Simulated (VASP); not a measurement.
# Sc (Fddd) in VASP: single point with r2SCAN

Aim: the single point of Sc with r2SCAN.

Program: VASP 6.6.1. These are calculated values, not measurements. Logs are shortened: lines on timing, memory, paths and dates and some standing lists are left out, and cuts for length are marked.

## (1) The cell of the first run

It takes space group Fddd (No. 70, orthorhombic). The conventional cell has a = 2.885 Å, b = 5.268 Å, c = 9.281 Å, α = 90.00°, β = 90.00°, γ = 90.00°. Sc (site symmetry 222) has 14 Sc at 2.76 to 3.43 Å within 3.6 Å.

## (2) Single point, r2SCAN

POSCAR reads:

```
Sc
1.0
   -2.8847980000      0.0000000000      0.0000000000
    1.4423990000      0.0000000000      4.6404090000
    1.4423990000      2.6340100000      0.0000000000
Sc
2
Direct
    0.0000000000      0.0000000000      0.0000000000
    0.2500000000      0.5000000000      0.5000000000
```

INCAR.step1 reads:

```
SYSTEM = Sc
ALGO     = Normal         ! electronic algorithm
EDIFF    = 1E-4           ! SCF threshold, eV
ENCUT    = 520            ! plane-wave cutoff, eV
GGA      = PE             ! functional
ISMEAR   = -1             ! smearing method
LASPH    = .True.         ! aspherical terms in the spheres
LCHARG   = .False.        ! write CHGCAR
LREAL    = .False.        ! projectors in reciprocal space
LWAVE    = .True.         ! write WAVECAR
NBANDS   = 18             ! bands
NELM     = 80             ! most SCF steps
PREC     = Accurate       ! precision mode
SIGMA    = 0.1            ! smearing width, eV
```

INCAR.step2 reads:

```
SYSTEM = Sc
ALGO     = Normal         ! electronic algorithm
EDIFF    = 1E-6           ! SCF threshold, eV
ENCUT    = 520            ! plane-wave cutoff, eV
ISIF     = 2              ! what is computed and relaxed
ISMEAR   = -1             ! smearing method
ISTART   = 1            
LASPH    = .True.         ! aspherical terms in the spheres
LCHARG   = .False.        ! write CHGCAR
LMIXTAU  = .True.       
LREAL    = .False.        ! projectors in reciprocal space
LWAVE    = .False.        ! write WAVECAR
METAGGA  = R2SCAN         ! meta-GGA
NBANDS   = 18             ! bands
NELM     = 80             ! most SCF steps
PREC     = Accurate       ! precision mode
SIGMA    = 0.1            ! smearing width, eV
```

KPOINTS reads:

```
k-points
0
Gamma
  11 11 11
  0 0 0
```

Potentials or basis: VASP PAW PBE potentials, release 64 (Sc_sv).

The run is started by

```
$ cat potpaw_PBE.64/Sc_sv/POTCAR > POTCAR
$ cp INCAR.step1 INCAR
$ mpirun -np 1 vasp_std > vasp.out
$ cp INCAR.step2 INCAR
$ mpirun -np 1 vasp_std > vasp.out
```

OUTCAR:

```text
SYSTEM = Sc
   EDIFF = 1E-6
   ENCUT = 520
   ISIF = 2
   ISMEAR = -1
   ISTART = 1
   LASPH = .True.
   LREAL = .False.
   METAGGA = R2SCAN
   NELM = 80
   PREC = Accurate

 ion  position               nearest neighbor table
   1  0.000  0.000  0.000-   2 2.76   2 2.76   2 2.76   2 2.76
   2  0.250  0.500  0.500-   1 2.76   1 2.76   1 2.76   1 2.76

  LATTYP: Found a face centered orthorhombic cell.
 ALAT       =     2.8847980000
 B/A-ratio  =     1.8261313270
 C/A-ratio  =     3.2171465732

  Lattice vectors:

 A1 = (   0.0000000000,   2.6340100000,  -4.6404090000)
 A2 = (  -1.4423990000,   0.0000000000,  -4.6404090000)
 A3 = (  -1.4423990000,   2.6340100000,   0.0000000000)

Analysis of symmetry for initial positions (statically):
=====================================================================
 Subroutine PRICEL returns:
 Original cell was already a primitive cell.

 Routine SETGRP: Setting up the symmetry group for a
 face centered orthorhombic supercell.

 Subroutine GETGRP returns: Found  8 space group operations
 (whereof  4 operations were pure point group operations)
 out of a pool of  8 trial point group operations.

The static configuration has the point symmetry D_2 .
 The point group associated with its full space group is D_2h.

Analysis of symmetry for dynamics (positions and initial velocities):
=====================================================================
 Subroutine PRICEL returns:
 Original cell was already a primitive cell.

 Routine SETGRP: Setting up the symmetry group for a
 face centered orthorhombic supercell.

 Subroutine GETGRP returns: Found  8 space group operations
 (whereof  4 operations were pure point group operations)
 out of a pool of  8 trial point group operations.

The dynamic configuration has the point symmetry D_2 .
 The point group associated with its full space group is D_2h.

 Subroutine INISYM returns: Found  8 space group operations
 (whereof  4 operations are pure point group operations),
 and found     1 'primitive' translations

----------------------------------------------------------------------------------------

                                     Primitive cell

  volume of cell :      35.2606

  direct lattice vectors                    reciprocal lattice vectors
    -2.884798000  0.000000000  0.000000000    -0.346644722  0.189824640  0.107749123
     1.442399000  0.000000000  4.640409000     0.000000000  0.000000000  0.215498246
     1.442399000  2.634010000  0.000000000     0.000000000  0.379649280  0.000000000

  length of vectors
     2.884798000  4.859414632  3.003085672     0.409641100  0.215498246  0.379649280

  position of ions in fractional coordinates (direct lattice)
     0.000000000  0.000000000  0.000000000
     0.250000000  0.500000000  0.500000000

  ion indices of the primitive-cell ions
   primitive index   ion index
                 1           1
                 2           2

----------------------------------------------------------------------------------------

 KPOINTS: k-points

Automatic generation of k-mesh.
 Grid dimensions read from file:
 generate k-points for:   11   11   11

 Generating k-lattice:

  Cartesian coordinates                     Fractional coordinates (reciprocal lattice)
    -0.031513157  0.017256785  0.009795375     0.090909091  0.000000000  0.000000000
     0.000000000  0.000000000  0.019590750     0.000000000  0.090909091  0.000000000
     0.000000000  0.034513571  0.000000000     0.000000000  0.000000000  0.090909091

  Length of vectors
     0.037240100  0.019590750  0.034513571

  Shift w.r.t. Gamma in fractional coordinates (k-lattice)
     0.000000000  0.000000000  0.000000000

 Subroutine IBZKPT returns following result:
 ===========================================

 Found    216 irreducible k-points:

 Following reciprocal coordinates:
            Coordinates               Weight
  0.000000  0.000000  0.000000      1.000000
  0.090909 -0.000000 -0.000000      8.000000
  0.181818 -0.000000 -0.000000      8.000000
  0.272727 -0.000000 -0.000000      8.000000
  0.363636  0.000000  0.000000      8.000000
  0.454545 -0.000000 -0.000000      8.000000
[... 16 lines left out ...]
 -0.454545  0.181818  0.000000      8.000000
 -0.363636  0.181818  0.000000      4.000000
 [... further k-points ...]
   k-points           NKPTS =    216   k-points in BZ     NKDIM =    216   number of bands    NBANDS=     18
   number of dos      NEDOS =    301   number of ions     NIONS =      2
   total plane-waves  NPLWV =  20736
   dimension x,y,z NGX =    24 NGY =   36 NGZ =   24
   dimension x,y,z NGXF=    48 NGYF=   72 NGZF=   48
   ions per type =               2
   NGX,Y,Z   is equivalent  to a cutoff of  13.83, 12.32, 13.29 a.u.
   NGXF,Y,Z  is equivalent  to a cutoff of  27.66, 24.63, 26.57 a.u.
 SYSTEM =  Sc
   PREC   = accura    normal or accurate (medium, high low for compatibility)
   ISTART =      1    job   : 0-new  1-cont  2-samecut
   ICHARG =      0    charge: 1-file 2-atom 10-const
   ISPIN  =      1    spin polarized calculation?
   LNONCOLLINEAR =      F non collinear calculations
   LSORBIT =      F    spin-orbit coupling
   LASPH  =      T    aspherical Exc in radial PAW
   ENCUT  =  520.0 eV  38.22 Ry    6.18 a.u.   5.36  9.04  5.58*2*pi/ulx,y,z
   NELM   =     80;   NELMIN=  2; NELMDL=  0     # of ELM steps
   EDIFF  = 0.1E-05   stopping-criterion for ELM
   LREAL  =      F    real-space projection
   EDIFFG = 0.1E-04   stopping-criterion for IOM
   NSW    =      0    number of steps for IOM
   IBRION =     -1    ionic relax: 0-MD 1-quasi-New 2-CG
   NFREE  =      0    steps in history (QN), initial steepest desc. (CG)
   ISIF   =      2    stress and relaxation
   ISYM   =      2    0-nonsym 1-usesym 2-fastsym
   POTIM  = 0.5000    time-step for ionic-motion
   TEBEG  =    0.0;   TEEND  =   0.0 temperature during run
   PSTRESS=    0.0 pullay stress
   NELECT =      22.0000    total number of electrons
   NUPDOWN=      -1.0000    fix difference up-down
   EMIN   =  10.00;   EMAX   =-10.00  energy-range for DOS
   EFERMI =   0.00;   METHOD = LEGACY
   ISMEAR =    -1;   SIGMA  =   0.10  broadening in eV -4-tet -1-fermi 0-gaus
   EFERMI_NEDOS =   21; number of points for ismear=-14 and -15
   IALGO  =     38    algorithm
   IMIX   =      4    mixing-type and parameters
     AMIX     =   0.40;   BMIX     =  1.00
     AMIX_MAG =   1.60;   BMIX_MAG =  1.00
  volume/ion in A,a.u.               =      17.63       118.97
  Fermi-wavevector in a.u.,A,eV,Ry     =   1.398898  2.643534 26.625451  1.956915
  Thomas-Fermi vector in A             =   2.522011
   LORBIT       =      0    0 simple, 1 ext, 2 COOP (PROOUT), +10 PAW based schemes
   METAGGA = R2SCAN    functional components
   LHFCALC =     F    Hartree Fock is set to
   AEXX    =    0.0000 exact exchange contribution
   IVDW    =     0    specifies the selected vdW correction
   LEPSILON=     F    determine dielectric tensor
   LRPA    =     F    only Hartree local field effects (RPA)
 non-spin polarized calculation
  energy-cutoff  :      520.00
  volume of cell :       35.26
 maximum number of plane-waves:       969
 NGX is ok and might be reduce to    24
   NGX = 11   NGY = 19   NGZ = 11

 number of electron      21.9999997 magnetization

 Free energy of the ion-electron system (eV)
  ---------------------------------------------------
  ext. energy  EPLUGINS =         0.00000000
  ---------------------------------------------------
  free energy    TOTEN  =       -21.43768576 eV

  energy without entropy =      -21.35266660  energy(sigma->0) =      -21.39517618

 E-fermi :   6.0795     XC(G=0): -12.1493

 val. band max:        6.0760691137   @ k =   0.4545   0.1818   0.1818
 cond. band min:       6.0837243072   @ k =   0.1818   0.0909  -0.0000
 fundamental gap:      0.0076551935
 Fermi energy:         6.0794745509

 k-point     1 :       0.0000    0.0000    0.0000
  band No.  band energies     occupation
      1     -44.8124      2.00000
      2     -44.5057      2.00000
      3     -23.2253      2.00000
      4     -22.0999      2.00000
      5     -21.9156      2.00000
      6     -21.9087      2.00000
[... 10 lines left out ...]
     17       9.2829      0.00000
     18      10.3067      0.00000

 k-point     2 :       0.0909   -0.0000   -0.0000
  band No.  band energies     occupation
      1     -44.7952      2.00000
      2     -44.4996      2.00000
      3     -23.1914      2.00000
      4     -22.1293      2.00000
      5     -21.9823      2.00000
      6     -21.9744      2.00000
[... 10 lines left out ...]
     17       9.3854      0.00000
     18      10.3114      0.00000

 k-point     3 :       0.1818   -0.0000   -0.0000
  band No.  band energies     occupation
      1     -44.7483      2.00000
      2     -44.4838      2.00000
      3     -23.1005      2.00000
      4     -22.2584      2.00000
      5     -22.1615      2.00000
      6     -22.0929      2.00000
[... 10 lines left out ...]
     17       9.7995      0.00000
     18      10.1443      0.00000

 k-point     4 :       0.2727   -0.0000   -0.0000
  band No.  band energies     occupation
      1     -44.6841      2.00000
      2     -44.4650      2.00000
      3     -22.9874      2.00000
      4     -22.5160      2.00000
      5     -22.3477      2.00000
      6     -22.1731      2.00000
[... 375 lines left out ...]
      4     -22.7824      2.00000
      5     -22.4942      2.00000
      6     -22.2786      2.00000
[... 10 lines left out ...]
     17      11.4786      0.00000
     18      11.8674      0.00000

 k-point    23 :      -0.4545    0.1818    0.0000
  band No.  band energies     occupation
      1     -44.5879      2.00000
      2     -44.4381      2.00000
      3     -23.0062      2.00000
      4     -22.7473      2.00000
      5     -22.5826      2.00000
      6     -22.2836      2.00000
[... 10 lines left out ...]
     17      11.3566      0.00000
     18      11.8668      0.00000

 k-point    24 :      -0.3636    0.1818    0.0000
  band No.  band energies     occupation
      1     -44.6344      2.00000
      2     -44.4375      2.00000
      3     -22.9709      2.00000
      4     -22.6150      2.00000
      5     -22.6078      2.00000
      6     -22.2464      2.00000
[... 10 lines left out ...]
     17      10.9790      0.00000
     18      11.2324      0.00000

 [... further k-points ...]
[... 5 lines left out ...]
  --------------------------------------------------------------------------------------
  -------------------------------------------------------------------------------------
  Total        5.6780781      7.4487050      6.6888772      0.0000000      0.0000000      0.0000000
  in kB      258.0018736    338.4560418    303.9308040      0.0000000      0.0000000      0.0000000
  external PRESSURE =     300.1295731 kB  Pullay stress =       0.0000000 kB

 VOLUME and BASIS-vectors are now :
 -----------------------------------------------------------------------------
  energy-cutoff  :      520.00
  volume of cell :       35.26
      direct lattice vectors                 reciprocal lattice vectors
    -2.884798000  0.000000000  0.000000000    -0.346644722  0.189824640  0.107749123
     1.442399000  0.000000000  4.640409000     0.000000000  0.000000000  0.215498246
     1.442399000  2.634010000  0.000000000     0.000000000  0.379649280  0.000000000

 POSITION                                       TOTAL-FORCE (eV/Angst)
 -----------------------------------------------------------------------------------
      0.00000      0.00000      0.00000         0.000000      0.000000      0.000000
      0.72120      1.31700      2.32020        -0.000000      0.000000      0.000000
 -----------------------------------------------------------------------------------
    total drift:                                0.000000     -0.000000      0.000000

  FREE ENERGIE OF THE ION-ELECTRON SYSTEM (eV)
  ---------------------------------------------------
  free  energy   TOTEN  =       -21.4376857552 eV

  energy  without entropy=      -21.3526665969  energy(sigma->0) =      -21.39517618
```

It took 4 min on 1 thread of Intel Xeon Platinum 8375C at 2.90GHz (Ice Lake), shared host; peak memory 0.24 GiB.

What came out:

* Free energy: -21.4377 eV
* Pressure: 30.0 GPa
* Band gap on the k mesh: zero (band 11 reaches 7.60 eV, above the bottom of band 12 at 5.43 eV)

Caveat: the PAW data sets were made with another functional, which shifts forces and pressure a little.
